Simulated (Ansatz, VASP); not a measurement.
# ZnS: VASP beside Ansatz

INCAR

```
PREC = Accurate
ENCUT = 520
EDIFF = 1E-8
ISMEAR = -1
SIGMA = 0.03
LREAL = F
LASPH = T
NELM = 100
ALGO = Normal
ISIF = 2
LWAVE = F
LCHARG = F
GGA = PE
LEFG = T
NBANDS = 26
```

KPOINTS

```
regular mesh
0
Gamma
  8 8 5
```

POSCAR

```
ZnS
1.0
    3.8109987816      0.0571649817      0.0571649817
   -1.8559930644      3.2718392677      0.0209238355
    0.0935100000      0.0935100000      6.2340000000
Zn S
2 2
Direct
    0.3333333333      0.6666666667      0.0000000000
    0.6666666667      0.3333333333      0.5000000000
    0.3333333333      0.6666666667      0.3850000000
    0.6666666667      0.3333333333      0.8850000000
```

Input for Ansatz:

```yaml
crystal:
  lattice:
    - [3.8109987816, 0.0571649817, 0.0571649817]
    - [-1.8559930644, 3.2718392677, 0.0209238355]
    - [0.09351, 0.09351, 6.234]
  atoms:
    - { symbol: Zn, position: [0.3333333333, 0.6666666667, 0.0] }
    - { symbol: Zn, position: [0.6666666667, 0.3333333333, 0.5] }
    - { symbol: S, position: [0.3333333333, 0.6666666667, 0.385] }
    - { symbol: S, position: [0.6666666667, 0.3333333333, 0.885] }
kpoints:
  mp_grid: { grid: [8, 8, 5] }
scf:
  occupations: { method: fermi_dirac, width: 0.03 }
hamiltonian:
  xc: pbe
  pseudopotentials: { kind: all_electron, datasets: crystal }
output:
  forces: true
  stress: true
  eigenvalues: true
  efg: { contact_densities: true }
```

Change from the starting cell: equal xy, yz and zx shear strains of +3 %, crystal datasets.

Alike in both runs: task electric field gradients; functional PBE; k mesh 8 × 8 × 5; occupations fermi-dirac, width 0.03 eV; no spin polarisation.

|  | VASP | Ansatz |
| --- | --- | --- |
| version | VASP 6.6.1 | Ansatz 0.2.0 |
| potentials or method | VASP PAW PBE potentials, release 64 (Zn, S), cutoff 520 eV | all-electron PAW with datasets made for the crystal, scalar-relativistic |

```csv
,VASP,Ansatz,Ansatz less VASP
gap on the k mesh at the Fermi level (eV),2.18,2.18,-0.002
pressure (GPa),2.6,2.5,-0.16
"traceless stress, the component that is largest in VASP (GPa)",-1.77,-1.76,+0.009
rms of the force components (eV/Å),0.236,0.234,-0.0028
size of Vzz on the site where it differs most (V/Å²),22.7,21.5,-1.24
```

Atom by atom the forces differ by 0.003 eV/Å (rms over components). Ansatz ran all-electron here, and VASP with PAW potentials.
